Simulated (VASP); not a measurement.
# C (P1) in VASP: relaxation of cell and atoms with PBE

Aim: the relaxation of cell and atoms of C with PBE.

All numbers are computed with VASP 6.6.1; they aren't measurements. Logs are shortened: lines on timing, memory, paths and dates and some standing lists are left out, and cuts for length are marked.

## Step 1: The cell of the first run

The typed cell holds 12 atoms: a = 3.497 Å, b = 3.464 Å, c = 6.068 Å, α = 91.49°, β = 90.95°, γ = 97.69°.

## Step 2: Relaxation of cell and atoms, PBE

INCAR reads:

```
SYSTEM = C
PREC     = Accurate       ! precision mode
ENCUT    = 600            ! plane-wave cutoff, eV
EDIFF    = 1E-6           ! SCF threshold, eV
ISMEAR   = 0              ! smearing method
SIGMA    = 0.1            ! smearing width, eV
LREAL    = .False.        ! projectors in reciprocal space
LASPH    = .True.         ! aspherical terms in the spheres
NELM     = 100            ! most SCF steps
ALGO     = Normal         ! electronic algorithm
ISIF     = 3              ! what is computed and relaxed
LWAVE    = .False.        ! write WAVECAR
LCHARG   = .False.        ! write CHGCAR
GGA      = PE             ! functional
IBRION   = 2              ! ionic algorithm
NSW      = 80             ! ionic steps
EDIFFG   = -0.025         ! ionic threshold
```

KPOINTS reads:

```
regular mesh
0
Gamma
  4 4 2
  0 0 0
```

POSCAR reads:

```
C
1.0
    2.3032929017     -2.6315875370     -0.0287629037
    2.2776203447      2.6098900434     -0.0452516267
   -0.0982424307     -0.0184973525      6.0672132054
C
12
Direct
    0.2607797665      0.2523112135      0.0149645591
    0.2327705752      0.2507752595      0.4975848908
    0.7389452664      0.7449415328     -0.0119154469
    0.7724720115      0.7465520764      0.5002374810
    0.5926496819      0.4068846234      0.3406914962
    0.6068515973      0.4002164306      0.8537379603
    0.0994775228      0.8692965327      0.1507535238
    0.1091350167      0.9035399309      0.6606115981
    0.4234178034      0.5948505707      0.1247843327
    0.3977651388      0.6187824209      0.6384117135
    0.8920841060      0.1110667842      0.3641349374
    0.8736515136      0.1007826245      0.8660029541
```

Potentials or basis: VASP PAW PBE potentials, release 64 (C).

On the command line:

```
$ cat potpaw_PBE.64/C/POTCAR > POTCAR
$ mpirun -np 1 vasp_std > vasp.out
```

OUTCAR:

```text
SYSTEM = C
   PREC = Accurate
   ENCUT = 600
   EDIFF = 1E-6
   ISMEAR = 0
   LREAL = .False.
   LASPH = .True.
   NELM = 100
   ISIF = 3
   GGA = PE
   IBRION = 2
   NSW = 80
   EDIFFG = -0.025

 ion  position               nearest neighbor table
   1  0.261  0.252  0.015-   9 1.39   6 1.61   7 1.62  12 1.63
   2  0.233  0.251  0.498-  11 1.45  10 1.56   8 1.60   5 1.63
   3  0.739  0.745  0.988-   9 1.44   6 1.45  12 1.48   7 1.59
   4  0.772  0.747  0.500-  11 1.54   8 1.55   5 1.56  10 1.59
   5  0.593  0.407  0.341-   4 1.56  11 1.57   9 1.62   2 1.63
   6  0.607  0.400  0.854-   3 1.45  12 1.49   1 1.61  10 1.73   9 1.91
   7  0.099  0.869  0.151-   9 1.58   3 1.59   1 1.62  11 1.74
   8  0.109  0.904  0.661-  10 1.51   4 1.55   2 1.60  12 1.68
   9  0.423  0.595  0.125-   1 1.39   3 1.44   7 1.58   5 1.62   6 1.91
  10  0.398  0.619  0.638-   8 1.51   2 1.56   4 1.59   6 1.73
  11  0.892  0.111  0.364-   2 1.45   4 1.54   5 1.57   7 1.74
  12  0.874  0.101  0.866-   3 1.48   6 1.49   1 1.63   8 1.68

  LATTYP: Found a triclinic cell.
 ALAT       =     4.5815625176
 B/A-ratio  =     0.7633462906
 C/A-ratio  =     1.3244470005
 COS(alpha) =     0.0165920604
 COS(beta)  =     0.0323260942
 COS(gamma) =     0.6621912569

  Lattice vectors:

 A1 = (   4.5809132464,  -0.0216974936,  -0.0740145304)
 A2 = (   2.3032929017,  -2.6315875370,  -0.0287629037)
 A3 = (   0.0982424307,   0.0184973525,  -6.0672132054)

Analysis of symmetry for initial positions (statically):
=====================================================================
 Subroutine PRICEL returns:
 Original cell was already a primitive cell.

 Routine SETGRP: Setting up the symmetry group for a
 triclinic supercell.

 Subroutine GETGRP returns: Found  1 space group operations
 (whereof  1 operations were pure point group operations)
 out of a pool of  2 trial point group operations.

The static configuration has the point symmetry C_1 .

Analysis of symmetry for dynamics (positions and initial velocities):
=====================================================================
 Subroutine PRICEL returns:
 Original cell was already a primitive cell.

 Routine SETGRP: Setting up the symmetry group for a
 triclinic supercell.

 Subroutine GETGRP returns: Found  1 space group operations
 (whereof  1 operations were pure point group operations)
 out of a pool of  2 trial point group operations.

The dynamic configuration has the point symmetry C_1 .

 Subroutine INISYM returns: Found  1 space group operations
 (whereof  1 operations are pure point group operations),
 and found     1 'primitive' translations

----------------------------------------------------------------------------------------

                                     Primitive cell

  volume of cell :      72.8177

  direct lattice vectors                    reciprocal lattice vectors
     2.303292902 -2.631587537 -0.028762904     0.217446058 -0.189711597  0.002942581
     2.277620345  2.609890043 -0.045251627     0.219272707  0.191872896  0.004135511
    -0.098242431 -0.018497353  6.067213205     0.002666270  0.000531695  0.164865111

  length of vectors
     3.497318753  3.464264450  6.068036734     0.288586100  0.291398062  0.164887526

  position of ions in fractional coordinates (direct lattice)
     0.260779767  0.252311214  0.014964559
     0.232770575  0.250775260  0.497584891
     0.738945266  0.744941533  0.988084553
     0.772472011  0.746552076  0.500237481
     0.592649682  0.406884623  0.340691496
     0.606851597  0.400216431  0.853737960
     0.099477523  0.869296533  0.150753524
     0.109135017  0.903539931  0.660611598
     0.423417803  0.594850571  0.124784333
     0.397765139  0.618782421  0.638411713
     0.892084106  0.111066784  0.364134937
     0.873651514  0.100782624  0.866002954

  ion indices of the primitive-cell ions
   primitive index   ion index
                 1           1
                 2           2
                 3           3
                 4           4
                 5           5
                 6           6
                 7           7
                 8           8
                 9           9
                10          10
                11          11
                12          12

----------------------------------------------------------------------------------------

 KPOINTS: regular mesh

Automatic generation of k-mesh.
 Grid dimensions read from file:
 generate k-points for:    4    4    2

 Generating k-lattice:

  Cartesian coordinates                     Fractional coordinates (reciprocal lattice)
     0.054361515 -0.047427899  0.000735645     0.250000000 -0.000000000  0.000000000
     0.054818177  0.047968224  0.001033878    -0.000000000  0.250000000  0.000000000
     0.001333135  0.000265847  0.082432555     0.000000000  0.000000000  0.500000000

  Length of vectors
     0.072146525  0.072849516  0.082443763

  Shift w.r.t. Gamma in fractional coordinates (k-lattice)
     0.000000000  0.000000000  0.000000000

 Subroutine IBZKPT returns following result:
 ===========================================

 Found     20 irreducible k-points:

 Following reciprocal coordinates:
            Coordinates               Weight
  0.000000  0.000000  0.000000      1.000000
  0.250000  0.000000  0.000000      2.000000
  0.500000  0.000000  0.000000      1.000000
 -0.000000  0.250000  0.000000      2.000000
  0.250000  0.250000  0.000000      2.000000
  0.500000  0.250000  0.000000      2.000000
[... 12 lines left out ...]
  0.250000  0.500000  0.500000      2.000000
  0.500000  0.500000  0.500000      1.000000
   k-points           NKPTS =     20   k-points in BZ     NKDIM =     20   number of bands    NBANDS=     31
   number of dos      NEDOS =    301   number of ions     NIONS =     12
   total plane-waves  NPLWV =  37632
   dimension x,y,z NGX =    28 NGY =   28 NGZ =   48
   dimension x,y,z NGXF=    56 NGYF=   56 NGZF=   96
   ions per type =              12
   NGX,Y,Z   is equivalent  to a cutoff of  13.31, 13.44, 13.15 a.u.
   NGXF,Y,Z  is equivalent  to a cutoff of  26.62, 26.87, 26.30 a.u.
 SYSTEM =  C
   PREC   = accura    normal or accurate (medium, high low for compatibility)
   ISTART =      0    job   : 0-new  1-cont  2-samecut
   ICHARG =      2    charge: 1-file 2-atom 10-const
   ISPIN  =      1    spin polarized calculation?
   LNONCOLLINEAR =      F non collinear calculations
   LSORBIT =      F    spin-orbit coupling
   LASPH  =      T    aspherical Exc in radial PAW
   ENCUT  =  600.0 eV  44.10 Ry    6.64 a.u.   6.99  6.92 12.12*2*pi/ulx,y,z
   NELM   =    100;   NELMIN=  2; NELMDL= -5     # of ELM steps
   EDIFF  = 0.1E-05   stopping-criterion for ELM
   LREAL  =      F    real-space projection
   EDIFFG = -.3E-01   stopping-criterion for IOM
   NSW    =     80    number of steps for IOM
   IBRION =      2    ionic relax: 0-MD 1-quasi-New 2-CG
   NFREE  =      1    steps in history (QN), initial steepest desc. (CG)
   ISIF   =      3    stress and relaxation
   ISYM   =      2    0-nonsym 1-usesym 2-fastsym
   POTIM  = 0.5000    time-step for ionic-motion
   TEBEG  =    0.0;   TEEND  =   0.0 temperature during run
   PSTRESS=    0.0 pullay stress
   NELECT =      48.0000    total number of electrons
   NUPDOWN=      -1.0000    fix difference up-down
   EMIN   =  10.00;   EMAX   =-10.00  energy-range for DOS
   EFERMI =   0.00;   METHOD = LEGACY
   ISMEAR =     0;   SIGMA  =   0.10  broadening in eV -4-tet -1-fermi 0-gaus
   EFERMI_NEDOS =   21; number of points for ismear=-14 and -15
   IALGO  =     38    algorithm
   IMIX   =      4    mixing-type and parameters
     AMIX     =   0.40;   BMIX     =  1.00
     AMIX_MAG =   1.60;   BMIX_MAG =  1.00
  volume/ion in A,a.u.               =       6.07        40.95
  Fermi-wavevector in a.u.,A,eV,Ry     =   1.424764  2.692413 27.619178  2.029952
  Thomas-Fermi vector in A             =   2.545220
   LORBIT       =      0    0 simple, 1 ext, 2 COOP (PROOUT), +10 PAW based schemes
   GGA     = PE    functional components
   LHFCALC =     F    Hartree Fock is set to
   AEXX    =    0.0000 exact exchange contribution
   IVDW    =     0    specifies the selected vdW correction
   LEPSILON=     F    determine dielectric tensor
   LRPA    =     F    only Hartree local field effects (RPA)
 conjugate gradient relaxation of ions
 non-spin polarized calculation
 Gauss-broadening in eV      SIGMA  =   0.10
  energy-cutoff  :      600.00
  volume of cell :       72.82
 maximum number of plane-waves:      2446
   NGX = 13   NGY = 13   NGZ = 25

--------------------------------------- Ionic step        1  -------------------------------------------

 number of electron      48.0000001 magnetization

 Free energy of the ion-electron system (eV)
  ---------------------------------------------------
  ext. energy  EPLUGINS =         0.00000000
  ---------------------------------------------------
  free energy    TOTEN  =       -97.02558888 eV

  energy without entropy =      -97.02431098  energy(sigma->0) =      -97.02494993

------------------------ aborting loop because EDIFF is reached ----------------------------------------

  FORCE on cell =-STRESS in cart. coord.  units (eV):
  Direction    XX          YY          ZZ          XY          YZ          ZX
  --------------------------------------------------------------------------------------
  -------------------------------------------------------------------------------------
  Total        1.7113104     14.0875096      3.0098933      2.5195943      4.1088825      8.7705513
  in kB       37.6532449    309.9615594     66.2254186     55.4375757     90.4060161    192.9747571
  external PRESSURE =     137.9467410 kB  Pullay stress =       0.0000000 kB
[... 119 lines left out ...]
  FREE ENERGIE OF THE ION-ELECTRON SYSTEM (eV)
  ---------------------------------------------------
  free  energy   TOTEN  =       -98.8953723900 eV

  energy  without entropy=      -98.8953723861  energy(sigma->0) =      -98.89537239

 E-fermi :   9.9900     XC(G=0): -12.7494

 val. band max:        9.4972894914   @ k =   0.5000   0.5000   0.0000
 cond. band min:      10.8689848599   @ k =   0.5000   0.5000   0.0000
 fundamental gap:      1.3716953684
 Fermi energy:         9.9899889598

 k-point     1 :       0.0000    0.0000    0.0000
  band No.  band energies     occupation
      1     -12.4618      2.00000
      2     -10.1663      2.00000
      3      -8.1927      2.00000
      4      -5.9806      2.00000
      5      -4.2457      2.00000
      6      -3.5475      2.00000
[... 669 lines left out ...]
     30      14.8806      0.00000
     31      15.7118      0.00000

[... ionic steps 4 to 16 ...]

--------------------------------------- Ionic step       17  -------------------------------------------

 number of electron      48.0000007 magnetization

------------------------ aborting loop because EDIFF is reached ----------------------------------------
[... 87 lines left out ...]
--------------------------------------- Ionic step       19  -------------------------------------------

 number of electron      48.0000007 magnetization

 Free energy of the ion-electron system (eV)
  ---------------------------------------------------
  ext. energy  EPLUGINS =         0.00000000
  ---------------------------------------------------
  free energy    TOTEN  =       -99.36704297 eV

  energy without entropy =      -99.36704297  energy(sigma->0) =      -99.36704297

 E-fermi :  10.2391     XC(G=0): -12.7802

 val. band max:        9.7400317499   @ k =   0.5000   0.5000   0.0000
 cond. band min:      10.8879759443   @ k =   0.5000   0.5000   0.0000
 fundamental gap:      1.1479441943
 Fermi energy:        10.2390712020

 k-point     1 :       0.0000    0.0000    0.0000
  band No.  band energies     occupation
      1     -12.3904      2.00000
      2     -10.1031      2.00000
      3      -8.1464      2.00000
      4      -5.8087      2.00000
      5      -4.0732      2.00000
      6      -3.3611      2.00000
[... 708 lines left out ...]
  FREE ENERGIE OF THE ION-ELECTRON SYSTEM (eV)
  ---------------------------------------------------
  free  energy   TOTEN  =       -99.3670429738 eV

  energy  without entropy=      -99.3670429738  energy(sigma->0) =      -99.36704297

 reached required accuracy - stopping structural energy minimisation
```

It took 5.8 min on 1 thread of Intel Xeon Platinum 8375C at 2.90GHz (Ice Lake), shared host; peak memory 0.2 GiB.

What came out:

| Property | Result |
| --- | --- |
| Free energy | -99.3670 eV |
| Relaxed volume | 6.16 Å³/atom |
| Relaxed cell | a = 3.523 Å, b = 3.522 Å, c = 6.039 Å, α = 90.02°, β = 89.99°, γ = 99.57° |
| Space group after relaxing (to 0.1 Å) | Cmme (No. 67) |
| Energy gained by relaxing | 195.1 meV/atom |
| Ionic steps | 19 |
| Pressure after relaxing | -0.1 GPa |
| Largest force after relaxing | 0.021 eV/Å |
| Band gap on the k mesh | 1.15 eV |

Forces in eV/Å, atoms in the order of the input:
```
C   -0.006 -0.005 -0.011
C   -0.010 -0.012 -0.003
C   -0.010  0.003  0.016
C    0.021  0.005 -0.003
C   -0.003 -0.015 -0.005
C    0.008  0.010 -0.005
C   -0.006  0.003  0.000
C    0.001  0.000  0.005
C    0.006 -0.003 -0.009
C   -0.008  0.005  0.004
C    0.013  0.002  0.006
C   -0.005  0.007  0.006
```

The path:
```tsv
step	energy change (eV)	largest force (eV/Å)	pressure (GPa)	volume (Å³)
1	0.0000	8.0754	13.79	72.82
2	2.7184	12.2137	-2.91	78.29
3	-1.8698	2.9209	-3.41	74.76
4	-1.8737	2.7352	-3.04	74.68
5	-2.0183	2.2085	-0.63	74.31
6	-2.2796	0.8572	-2.63	74.48
7	-2.3012	0.8212	1.76	73.61
8	-2.3268	0.3079	-0.24	73.98
9	-2.3347	0.2861	0.43	73.81
10	-2.3348	0.2322	0.35	73.83
11	-2.3390	0.1347	0.09	73.86
12	-2.3390	0.1369	0.08	73.86
13	-2.3404	0.0788	-0.13	73.89
14	-2.3404	0.0758	-0.12	73.89
15	-2.3410	0.0356	0.02	73.87
16	-2.3411	0.0405	0.07	73.86
17	-2.3413	0.0550	0.04	73.87
18	-2.3413	0.0498	0.04	73.87
19	-2.3415	0.0212	-0.06	73.89
```

Final structure:
```cif
data_structure
_symmetry_space_group_name_H-M 'P 1'
_symmetry_Int_Tables_number 1
_cell_length_a 3.5226
_cell_length_b 3.5224
_cell_length_c 6.0389
_cell_angle_alpha 90.016
_cell_angle_beta 89.993
_cell_angle_gamma 99.568
_cell_volume 73.89
loop_
_atom_site_label
_atom_site_type_symbol
_atom_site_fract_x
_atom_site_fract_y
_atom_site_fract_z
_atom_site_occupancy
C1 C 0.25014 0.24999 0.00007 1
C2 C 0.24982 0.25017 0.49999 1
C3 C 0.75020 0.74997 0.99993 1
C4 C 0.74983 0.74993 0.50002 1
C5 C 0.60352 0.39634 0.35277 1
C6 C 0.60390 0.39603 0.85285 1
C7 C 0.10384 0.89627 0.14723 1
C8 C 0.10371 0.89635 0.64716 1
C9 C 0.39631 0.60380 0.14724 1
C10 C 0.39624 0.60385 0.64723 1
C11 C 0.89600 0.10368 0.35279 1
C12 C 0.89649 0.10364 0.85273 1
```

Caveat: the k points lie up to 0.52 Å⁻¹ apart in the final cell. A k mesh can miss the band edges.
